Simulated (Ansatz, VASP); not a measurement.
## AlRu: VASP beside Ansatz

```
Al Ru
1.0
     2.98262    0.00000    0.00000
     0.00000    2.98262    0.00000
     0.00000    0.00000    2.98262
Al Ru
1 1
Direct
  0.00000 0.00000 0.00000
  0.50000 0.50000 0.50000
```

Alike in both runs: functional r2SCAN; k mesh 14 × 14 × 14; occupations gaussian, width 0.1 eV; no spin polarisation.

Ansatz relaxed the structure, and its values are those at the end. VASP's run is a single point on that final structure, the one shown.

```csv
,VASP,Ansatz
version,VASP 6.6.1,Ansatz 0.2.0
potentials or method,"VASP PAW PBE potentials, release 64 (Al, Ru_pv), cutoff 520 eV","scalar-relativistic, plane waves, PAW"
valence electrons in the cell,17,19
```

```csv
,VASP,Ansatz,Ansatz less VASP
gap on the k mesh at the Fermi level (eV),none,none,-
pressure (GPa),0.1,0.0,-0.13
```

VASP's potentials were made for PBE, not for r2SCAN. A gap of «none» marks a metal or a gap that the smearing closes. VASP's potentials hold 17 valence electrons a cell and Ansatz's 19, so a difference there can come from the potentials and not from the codes.
